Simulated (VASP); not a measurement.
HfN:

```
CELL_PARAMETERS angstrom
0.00000 2.45482 2.45482
2.45482 0.00000 2.45482
2.45482 2.45482 0.00000
ATOMIC_POSITIONS crystal
Hf 0.00000 0.00000 0.00000
N 0.25000 0.25000 0.25000
```

```yaml
Program: VASP 6.6.1
Task: relaxation of cell and atoms
Functional: RPBE
Potentials_or_basis: VASP PAW PBE potentials, release 64 (Hf_pv, N)
Cutoff: 600 eV
k_mesh: 9 × 9 × 9
Occupations: fermi-dirac, width 0.05 eV
Spin: no spin polarisation
```

At the start: pressure 3.1 GPa; volume 14.79 Å³/atom.

Question: Where does the relaxation end?

Answer: Over 3 steps the energy falls by 2.3 meV/atom and the volume is 15.04 Å³/atom (+1.6 %); space group F-43m (No. 216, to 0.05 Å).

Step by step:
```
step  energy change (eV)  largest force (eV/Å)  pressure (GPa)  volume (Å³)
   1              0.0000                0.0000            3.11        29.59
   2              0.0061                0.0000           -4.40        30.83
   3             -0.0046                0.0000           -0.01        30.07
```

Final structure:
```yaml
crystal:
  lattice:
    - [0.00000, 2.46823, 2.46823]
    - [2.46823, 0.00000, 2.46823]
    - [2.46823, 2.46823, 0.00000]
  atoms:
    - { symbol: Hf, position: [0.00000, 0.00000, 0.00000] }
    - { symbol: N, position: [0.25000, 0.25000, 0.25000] }
```

Caveat: the PAW data sets were made with another functional, which shifts forces and pressure a little.
